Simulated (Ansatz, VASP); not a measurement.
## GaAs: VASP beside Ansatz

```
Ga As
1.0
     2.82898    2.82898    0.00000
    -2.82898    2.82898    0.00000
     0.00000    0.00000    5.54479
Ga As
2 2
Direct
  0.00000 0.00000 0.00000
  0.50000 0.50000 0.50000
  0.50000 0.00000 0.75000
  0.00000 0.50000 0.25000
```

Change from the starting cell: strain along c alone, the other axes held, atoms relaxed: -2.0 %.

Alike in both runs: task single point; functional PBEsol; k mesh 10 × 10 × 6; occupations gaussian, width 0.01 eV; no spin polarisation.

|  | VASP | Ansatz |
| --- | --- | --- |
| version | VASP 6.6.1 | Ansatz 0.2.0 |
| potentials or method | VASP PAW PBE potentials, release 64 (Ga_d, As), cutoff 520 eV | scalar-relativistic, plane waves, PAW |
| valence electrons in the cell | 36 | 56 |

```csv
,VASP,Ansatz,Ansatz less VASP
gap on the k mesh at the Fermi level (eV),0.51,0.50,-0.015
least direct gap on the mesh (eV),0.51,0.50,-0.015
pressure (GPa),1.7,1.5,-0.17
"traceless stress, the component that is largest in VASP (GPa)",0.77,0.77,+0.002
```

VASP's potentials were made for PBE, not for PBEsol. The functional is the same, so the differences come from potentials, cutoffs and numerics. VASP's potentials hold 36 valence electrons a cell and Ansatz's 56, so a difference there can come from the potentials and not from the codes.
